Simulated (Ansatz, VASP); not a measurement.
AlAs: VASP beside Ansatz

```
CELL_PARAMETERS angstrom
0.00000 2.83822 2.83822
2.83822 0.00000 2.83822
2.83822 2.83822 0.00000
ATOMIC_POSITIONS crystal
Al 0.00000 0.00000 0.00000
As 0.25000 0.25000 0.25000
```

Alike in both runs: functional r2SCAN; k mesh 8 × 8 × 8; occupations fermi-dirac, width 0.02 eV; no spin polarisation.

Ansatz relaxed the structure, and its values are those at the end. VASP's run is a single point on that final structure, the one shown.

|  | VASP | Ansatz |
| --- | --- | --- |
| version | VASP 6.6.1 | Ansatz 0.2.0 |
| potentials or method | VASP PAW PBE potentials, release 64 (Al, As), cutoff 550 eV | PAW plane waves |
| valence electrons in the cell | 8 | 18 |

```csv
,VASP,Ansatz,Ansatz less VASP
gap on the k mesh at the Fermi level (eV),1.80,1.81,+0.009
pressure (GPa),0.0,0.0,-0.02
```

VASP's potentials were made for PBE, not for r2SCAN. VASP's potentials hold 8 valence electrons a cell and Ansatz's 18, so a difference there can come from the potentials and not from the codes.
